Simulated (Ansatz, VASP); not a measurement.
## ZnCu2SnS4: VASP beside Ansatz

```xyz
8
Lattice="-2.7356 2.7356 5.4622 2.7356 -2.7356 5.4622 2.7356 2.7356 -5.4622" Properties=species:S:1:pos:R:3 pbc="T T T"
Zn    2.7356    0.0000    2.7311
Cu    0.0000    0.0000    0.0000
Cu    0.0000    2.7356    2.7311
Sn    0.0000    0.0000    5.4622
S     4.1921    1.3225    1.4134
S     1.3225    1.2790   -1.4134
S    -1.4565    1.4131    6.8756
S     1.4131    1.4565    4.0488
```

Alike in both runs: functional PBE; k mesh 10 × 10 × 10; occupations gaussian, width 0.1 eV; no spin polarisation.

Ansatz relaxed the structure, and its values are those at the end. VASP's run is a single point on that final structure, the one shown.

|  | VASP | Ansatz |
| --- | --- | --- |
| version | VASP 6.6.1 | Ansatz 0.2.0 |
| potentials or method | VASP PAW PBE potentials, release 64 (Zn, Cu, Sn_d, S), cutoff 520 eV | scalar-relativistic, plane waves, PAW |
| valence electrons in the cell | 72 | 88 |

|  | VASP | Ansatz | Ansatz less VASP |
| --- | --- | --- | --- |
| gap on the k mesh at the Fermi level (eV) | none | none | - |
| pressure (GPa) | 0.1 | 0.0 | -0.08 |
| rms of the force components (eV/Å) | 0.013 | 0.002 | -0.0114 |

A gap of «none» marks a metal or a gap that the smearing closes. VASP's potentials hold 72 valence electrons a cell and Ansatz's 88, so a difference there can come from the potentials and not from the codes.
